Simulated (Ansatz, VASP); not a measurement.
**ZnS: VASP beside Ansatz**

INCAR

```
SYSTEM = ZnS
PREC = Accurate ; ENCUT = 520
EDIFF = 1E-6 ; ISMEAR = 0
SIGMA = 0.05 ; LREAL = .FALSE.
LASPH = .TRUE. ; NELM = 60
ALGO = Normal ; ISIF = 2
LWAVE = .FALSE. ; LCHARG = .FALSE.
GGA = PE ; NBANDS = 26
```

The input KPOINTS:

```
Automatic mesh
0
G
  12 12 6
  0 0 0
```

Contents of POSCAR:

```
ZnS
1.0
    4.0595607853      0.0000000000      0.0000000000
   -2.0297803926      3.5156827683      0.0000000000
    0.0000000000      0.0000000000      5.6578834786
Zn S
2 2
Direct
    0.3333333333      0.6666666667      0.0052197899
    0.6666666667      0.3333333333      0.5052197899
    0.3333333333      0.6666666667      0.3797802101
    0.6666666667      0.3333333333      0.8797802101
```

Input for Ansatz:

```yaml
crystal:
  lattice:
    - [4.0595607853, 0.0, 0.0]
    - [-2.0297803926, 3.5156827683, 0.0]
    - [0.0, 0.0, 5.6578834786]
  atoms:
    - { symbol: Zn, position: [0.3333333333, 0.6666666667, 0.0052197899] }
    - { symbol: Zn, position: [0.6666666667, 0.3333333333, 0.5052197899] }
    - { symbol: S, position: [0.3333333333, 0.6666666667, 0.3797802101] }
    - { symbol: S, position: [0.6666666667, 0.3333333333, 0.8797802101] }
basis:
  ecutwfc: 420
kpoints:
  mp_grid: { grid: [12, 12, 6] }
hamiltonian:
  xc: pbe
scf:
  occupations: { method: gaussian, width: 0.05 }
output:
  forces: true
  stress: true
  eigenvalues: true
```

Alike in both runs: task single point; functional PBE; k mesh 12 × 12 × 6; occupations gaussian, width 0.05 eV; no spin polarisation.

|  | VASP | Ansatz |
| --- | --- | --- |
| version | VASP 6.6.1 | Ansatz 0.2.0 |
| potentials or method | VASP PAW PBE potentials, release 64 (Zn, S), cutoff 520 eV | scalar-relativistic, plane waves, PAW |
| valence electrons in the cell | 36 | 36 |

```tsv
	VASP	Ansatz	Ansatz less VASP
gap on the k mesh at the Fermi level (eV)	1.97	1.98	+0.009
least direct gap on the mesh (eV)	1.97	1.98	+0.009
pressure (GPa)	3.9	3.7	-0.13
traceless stress, the component that is largest in VASP (GPa)	17.76	17.69	-0.067
rms of the force components (eV/Å)	1.059	1.053	-0.0067
```

Atom by atom the forces differ by 0.007 eV/Å (rms over components).
